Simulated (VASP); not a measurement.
# Te (P4/mmm) in VASP: single point with PBE

Aim: the single point of Te with PBE.

Program: VASP 6.6.1. These are calculated values, not measurements. Logs are shortened: lines on timing, memory, paths and dates and some standing lists are left out, and cuts for length are marked.

## 1. The cell of the first run

Symmetry: P4/mmm, No. 123, tetragonal system. Conventional cell: a = 3.214 Å, b = 3.214 Å, c = 3.174 Å, α = 90.00°, β = 90.00°, γ = 90.00°. Te (site symmetry 4/mmm) has 6 Te at 3.17 to 3.21 Å within 4.2 Å.

## 2. Single point, PBE

Input file INCAR:

```
SYSTEM = Te
PREC = Accurate ; ENCUT = 520
EDIFF = 1E-7 ; ISMEAR = 0
SIGMA = 0.1 ; LREAL = .FALSE.
LASPH = .TRUE. ; NELM = 60
ALGO = Normal ; ISIF = 2
LWAVE = .FALSE. ; LCHARG = .FALSE.
GGA = PE ; NBANDS = 9
```

Input file KPOINTS:

```
Automatic mesh
0
G
  16 16 18
  0 0 0
```

Input file POSCAR:

```
Te
1.0
    3.2139459388      0.0000000000      0.0000000000
    0.0000000000      3.2139459388      0.0000000000
    0.0000000000      0.0000000000      3.1736216577
Te
1
Direct
    0.0000000000      0.0000000000      0.0000000000
```

Potentials or basis: VASP PAW PBE potentials, release 64 (Te).

The run is started by

```
$ cat potpaw_PBE.64/Te/POTCAR > POTCAR
$ mpirun -np 1 vasp_std > vasp.out
```

OUTCAR:

```text
SYSTEM = Te
   PREC = Accurate
   ENCUT = 520
   EDIFF = 1E-7
   ISMEAR = 0
   LREAL = .FALSE.
   LASPH = .TRUE.
   NELM = 60
   ISIF = 2
   GGA = PE

 ion  position               nearest neighbor table
   1  0.000  0.000  0.000-

  LATTYP: Found a simple tetragonal cell.
 ALAT       =     3.2139459388
 C/A-ratio  =     0.9874533418

  Lattice vectors:

 A1 = (   3.2139459388,   0.0000000000,   0.0000000000)
 A2 = (   0.0000000000,   3.2139459388,   0.0000000000)
 A3 = (   0.0000000000,   0.0000000000,   3.1736216577)

Analysis of symmetry for initial positions (statically):
=====================================================================
 Subroutine PRICEL returns:
 Original cell was already a primitive cell.

 Routine SETGRP: Setting up the symmetry group for a
 simple tetragonal supercell.

 Subroutine GETGRP returns: Found 16 space group operations
 (whereof 16 operations were pure point group operations)
 out of a pool of 16 trial point group operations.

The static configuration has the point symmetry D_4h.

Analysis of symmetry for dynamics (positions and initial velocities):
=====================================================================
 Subroutine PRICEL returns:
 Original cell was already a primitive cell.

 Routine SETGRP: Setting up the symmetry group for a
 simple tetragonal supercell.

 Subroutine GETGRP returns: Found 16 space group operations
 (whereof 16 operations were pure point group operations)
 out of a pool of 16 trial point group operations.

The dynamic configuration has the point symmetry D_4h.

 Subroutine INISYM returns: Found 16 space group operations
 (whereof 16 operations are pure point group operations),
 and found     1 'primitive' translations

----------------------------------------------------------------------------------------

                                     Primitive cell

  volume of cell :      32.7818

  direct lattice vectors                    reciprocal lattice vectors
     3.213945939  0.000000000  0.000000000     0.311144001  0.000000000  0.000000000
     0.000000000  3.213945939  0.000000000     0.000000000  0.311144001  0.000000000
     0.000000000  0.000000000  3.173621658     0.000000000  0.000000000  0.315097421

  length of vectors
     3.213945939  3.213945939  3.173621658     0.311144001  0.311144001  0.315097421

  position of ions in fractional coordinates (direct lattice)
     0.000000000  0.000000000  0.000000000

  ion indices of the primitive-cell ions
   primitive index   ion index
                 1           1

[... 76 lines left out ...]
   NFREE  =      0    steps in history (QN), initial steepest desc. (CG)
   ISIF   =      2    stress and relaxation
   ISYM   =      2    0-nonsym 1-usesym 2-fastsym
   POTIM  = 0.5000    time-step for ionic-motion
   TEBEG  =    0.0;   TEEND  =   0.0 temperature during run
   PSTRESS=    0.0 pullay stress
   NELECT =       6.0000    total number of electrons
   NUPDOWN=      -1.0000    fix difference up-down
   EMIN   =  10.00;   EMAX   =-10.00  energy-range for DOS
   EFERMI =   0.00;   METHOD = LEGACY
   ISMEAR =     0;   SIGMA  =   0.10  broadening in eV -4-tet -1-fermi 0-gaus
   EFERMI_NEDOS =   21; number of points for ismear=-14 and -15
   IALGO  =     38    algorithm
   IMIX   =      4    mixing-type and parameters
     AMIX     =   0.40;   BMIX     =  1.00
     AMIX_MAG =   1.60;   BMIX_MAG =  1.00
  volume/ion in A,a.u.               =      32.78       221.22
  Fermi-wavevector in a.u.,A,eV,Ry     =   0.929497  1.756494 11.754944  0.863964
  Thomas-Fermi vector in A             =   2.055786
   LORBIT       =      0    0 simple, 1 ext, 2 COOP (PROOUT), +10 PAW based schemes
   GGA     = PE    functional components
   LHFCALC =     F    Hartree Fock is set to
   AEXX    =    0.0000 exact exchange contribution
   IVDW    =     0    specifies the selected vdW correction
   LEPSILON=     F    determine dielectric tensor
   LRPA    =     F    only Hartree local field effects (RPA)
 non-spin polarized calculation
 Gauss-broadening in eV      SIGMA  =   0.10
  energy-cutoff  :      520.00
  volume of cell :       32.78
 maximum number of plane-waves:       912
 NGX is ok and might be reduce to    24
   NGX = 11   NGY = 11   NGZ = 11

 number of electron       6.0000001 magnetization

 Free energy of the ion-electron system (eV)
  ---------------------------------------------------
  ext. energy  EPLUGINS =         0.00000000
  ---------------------------------------------------
  free energy    TOTEN  =        -3.10134661 eV

  energy without entropy =       -3.09858700  energy(sigma->0) =       -3.09996680

 E-fermi :   6.3859     XC(G=0):  -9.2703

 val. band max:        6.3800580489   @ k =   0.1250   0.0625   0.2222
 cond. band min:       6.4131637256   @ k =   0.3125   0.1875   0.1667
 fundamental gap:      0.0331056767
 Fermi energy:         6.3858677154

 k-point     1 :       0.0000    0.0000    0.0000
  band No.  band energies     occupation
      1      -7.1815      2.00000
      2       7.4916      0.00000
      3       7.4916      0.00000
      4       7.7775      0.00000
      5      12.3937      0.00000
      6      12.4539      0.00000
      7      12.9404      0.00000
      8      23.6525      0.00000
      9      23.8820      0.00000
[... 265 lines left out ...]
 k-point    24 :       0.5000    0.1250    0.0000
  band No.  band energies     occupation
      1      -5.3419      2.00000
      2       0.6666      2.00000
      3       7.2738      0.00000
      4       9.2483      0.00000
      5      13.6993      0.00000
      6      14.9943      0.00000
      7      17.0965      0.00000
      8      17.3233      0.00000
      9      17.3920      0.00000

 [... further k-points ...]

------------------------ aborting loop because EDIFF is reached ----------------------------------------

  FORCE on cell =-STRESS in cart. coord.  units (eV):
  Direction    XX          YY          ZZ          XY          YZ          ZX
  --------------------------------------------------------------------------------------
  -------------------------------------------------------------------------------------
  Total       -0.0078779     -0.0078779     -0.0096354      0.0000000     -0.0000000     -0.0000000
  in kB       -0.3850263     -0.3850263     -0.4709196      0.0000000     -0.0000000     -0.0000000
  external PRESSURE =      -0.4136574 kB  Pullay stress =       0.0000000 kB

 VOLUME and BASIS-vectors are now :
 -----------------------------------------------------------------------------
  energy-cutoff  :      520.00
  volume of cell :       32.78
      direct lattice vectors                 reciprocal lattice vectors
     3.213945939  0.000000000  0.000000000     0.311144001  0.000000000  0.000000000
     0.000000000  3.213945939  0.000000000     0.000000000  0.311144001  0.000000000
     0.000000000  0.000000000  3.173621658     0.000000000  0.000000000  0.315097421

 POSITION                                       TOTAL-FORCE (eV/Angst)
 -----------------------------------------------------------------------------------
      0.00000      0.00000      0.00000         0.000000      0.000000      0.000000
 -----------------------------------------------------------------------------------
    total drift:                               -0.000000      0.000000     -0.000000

  FREE ENERGIE OF THE ION-ELECTRON SYSTEM (eV)
  ---------------------------------------------------
  free  energy   TOTEN  =        -3.1013466059 eV

  energy  without entropy=       -3.0985869978  energy(sigma->0) =       -3.09996680
```

It took 34 s on 1 thread of Intel Xeon Platinum 8259CL at 2.50GHz (Skylake/Cascade Lake), shared host; peak memory 0.24 GiB.

Results:

```yaml
Free_energy: -3.1013 eV
Pressure: 0.0 GPa
Band_gap_on_the_k_mesh: zero (band 3 reaches 8.92 eV, above the bottom of band 4 at 3.50 eV)
```

Caveat: spin-orbit coupling is left out, which moves the levels of the heavy elements.
